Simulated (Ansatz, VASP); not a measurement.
# Two plane-wave programs on Ba

```
CELL_PARAMETERS angstrom
8.11825 0.00000 0.00000
0.00000 8.11825 0.00000
0.00000 0.00000 8.11825
ATOMIC_POSITIONS crystal
Ba 0.00000 0.00000 0.00000
Ba 0.50000 0.50000 0.50000
Ba 0.25000 0.00000 0.50000
Ba 0.75000 0.00000 0.50000
Ba 0.50000 0.25000 0.00000
Ba 0.50000 0.75000 0.00000
Ba 0.00000 0.50000 0.25000
Ba 0.00000 0.50000 0.75000
```

Alike in both runs: functional r2SCAN; k mesh 4 × 4 × 4; occupations fermi-dirac, width 0.1 eV; no spin polarisation.

Ansatz relaxed the structure, and its values are those at the end. VASP's run is a single point on that final structure, the one shown.

```csv
,VASP,Ansatz
version,VASP 6.6.1,Ansatz 0.2.0
potentials or method,"VASP PAW PBE potentials, release 64 (Ba_sv), cutoff 520 eV","plane waves (500 eV) with PAW, scalar-relativistic"
valence electrons in the cell,80,80
```

|  | VASP | Ansatz | Ansatz less VASP |
| --- | --- | --- | --- |
| pressure (GPa) | 0.1 | 0.0 | -0.03 |

VASP's potentials were made for PBE, not for r2SCAN.

Neither program's run includes spin-orbit coupling.
